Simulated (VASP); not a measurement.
# Mg: single point with LDA

The system is Mg.

```
Mg
1.0
     3.07052    0.00000    0.00000
    -1.02351    2.89491    0.00000
    -1.02351   -1.44746    2.50707
Mg
1
Direct
  0.00000 0.00000 0.00000
```

This isn't the form of Mg at room conditions, which is hcp.

```yaml
Program: VASP 6.6.1
Task: single point
Functional: LDA
Potentials_or_basis: VASP PAW LDA potentials, release 64 (Mg)
Cutoff: 520 eV
k_mesh: 11 × 11 × 11
Occupations: gaussian, width 0.02 eV
Spin: no spin polarisation
Dipole_correction: no
Further_INCAR_settings: ALGO = Fast; EDIFF = 1e-06; NBANDS = 7
```

The pressure is -1.6 GPa and the band gap on the k mesh is zero (bands 1 and 2 overlap by 3.08 eV).

Levels at points of the mesh, in eV from the Fermi level:
```
           k point  band 1  band 2  band 3  band 4
(0.00, 0.00, 0.00)   -7.01   13.17   13.17   13.17
```

Run time: 2.4 s on 1 thread of Intel(R) Xeon(R) 6975P-C (Granite Rapids), on a shared host, peak memory 0.12 GiB.
